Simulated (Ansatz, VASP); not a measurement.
## NbSnSe4 in VASP and in Ansatz

```
Nb Sn Se
1.0
     3.66740    0.00000    0.00000
    -1.83370    3.17607    0.00000
     0.00000    0.00000   14.43681
Nb Sn Se
1 1 4
Direct
  0.33333 0.66667 0.00293
  0.00000 0.00000 0.49708
  0.66667 0.33333 0.61210
  0.33333 0.66667 0.38204
  0.00000 0.00000 0.89067
  0.00000 0.00000 0.11517
```

Alike in both runs: functional PBE; k mesh 12 × 12 × 2; occupations gaussian, width 0.1 eV; collinear spin.

Ansatz relaxed the structure, and its values are those at the end. VASP's run is a single point on that final structure, the one shown.

|  | VASP | Ansatz |
| --- | --- | --- |
| version | VASP 6.6.1 | Ansatz 0.2.0 |
| potentials or method | VASP PAW PBE potentials, release 64 (Nb_sv, Sn_d, Se), cutoff 500 eV | scalar-relativistic, plane waves, PAW |
| valence electrons in the cell | 51 | 91 |

VASP gave:

- gap on the k mesh at the Fermi level (eV): none
- pressure (GPa): -0.2
- rms of the force components (eV/Å): 0.013
- net moment per atom (μB): 0.00
- size of the moment on the site where the two differ most (μB): 0.00

Question: Estimate Ansatz's values.

Answer: gap on the k mesh at the Fermi level (eV): none; pressure (GPa): 0.0; rms of the force components (eV/Å): 0.002; net moment per atom (μB): 0.12; size of the moment on the site where the two differ most (μB): 0.45.

The net moments are unlike, so the other rows may belong to different states. Site moments also hang on the region over which each program counts them. A gap of «none» marks a metal or a gap that the smearing closes. VASP's potentials hold 51 valence electrons a cell and Ansatz's 91, so a difference there can come from the potentials and not from the codes.
